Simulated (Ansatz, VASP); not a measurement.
# AlAs in VASP and in Ansatz

The input INCAR:

```
SYSTEM = AlAs
PREC     = Accurate       ! precision mode
ENCUT    = 500            ! plane-wave cutoff, eV
EDIFF    = 1E-7           ! SCF threshold, eV
ISMEAR   = 0              ! smearing method
SIGMA    = 0.02           ! smearing width, eV
LREAL    = .False.        ! projectors in reciprocal space
LASPH    = .True.         ! aspherical terms in the spheres
NELM     = 120            ! most SCF steps
ALGO     = Normal         ! electronic algorithm
ISIF     = 3              ! what is computed and relaxed
LWAVE    = .False.        ! write WAVECAR
LCHARG   = .False.        ! write CHGCAR
GGA      = PS             ! functional
IBRION   = 2              ! ionic algorithm
NSW      = 100            ! ionic steps
EDIFFG   = -0.002         ! ionic threshold
GGA_COMPAT= .False.      
NELMIN   = 4
```

The input KPOINTS:

```
regular mesh
0
Gamma
  8 8 8
  0 0 0
```

The input POSCAR:

```
AlAs
1.0
    0.0000000000      2.8379008000      2.8379008000
    2.8379008000      0.0000000000      2.8379008000
    2.8379008000      2.8379008000      0.0000000000
Al As
1 1
Direct
    0.0000000000      0.0000000000      0.0000000000
    0.2500000000      0.2500000000      0.2500000000
```

Input for Ansatz:

```yaml
crystal:
  lattice:
    - [0.0, 2.8379008, 2.8379008]
    - [2.8379008, 0.0, 2.8379008]
    - [2.8379008, 2.8379008, 0.0]
  atoms:
    - { symbol: Al, position: [0.0, 0.0, 0.0] }
    - { symbol: As, position: [0.25, 0.25, 0.25] }
basis:
  ecutwfc: 420
kpoints:
  mp_grid: { grid: [8, 8, 8] }
hamiltonian:
  xc: pbesol
  pseudopotentials: { kind: paw }
scf:
  occupations: { method: gaussian, width: 0.02 }
output:
  forces: true
  stress: true
  eigenvalues: true
  write_density: true
  write_potential: true
  elf: true
  volumetric_format: npy
relax:
  adjacent_minimum: "off"
  f_tol: 0.002
  max_steps: 80
  cell: { stress_tol: 0.02 }
```

Alike in both runs: task relaxation of cell and atoms; functional PBEsol; k mesh 8 × 8 × 8; occupations gaussian, width 0.02 eV; no spin polarisation.

|  | VASP | Ansatz |
| --- | --- | --- |
| version | VASP 6.6.1 | Ansatz 0.2.0 |
| potentials or method | VASP PAW PBE potentials, release 64 (Al, As), cutoff 500 eV | scalar-relativistic, plane waves, PAW |
| valence electrons in the cell | 8 | 18 |

Ansatz gave:

| Item | Value |
| --- | --- |
| gap on the k mesh at the Fermi level, each at its own relaxed structure (eV) | 1.34 |
| relaxed volume (Å³/atom) | 22.84 |
| relaxed cell length with the largest relative difference (Å) | 4.013 |

Problem. What did VASP give for the same quantities?

Solution. gap on the k mesh at the Fermi level, each at its own relaxed structure (eV): 1.34; relaxed volume (Å³/atom): 22.93; relaxed cell length with the largest relative difference (Å): 4.018.

VASP's potentials were made for PBE, not for PBEsol. VASP's potentials hold 8 valence electrons a cell and Ansatz's 18, so a difference there can come from the potentials and not from the codes.
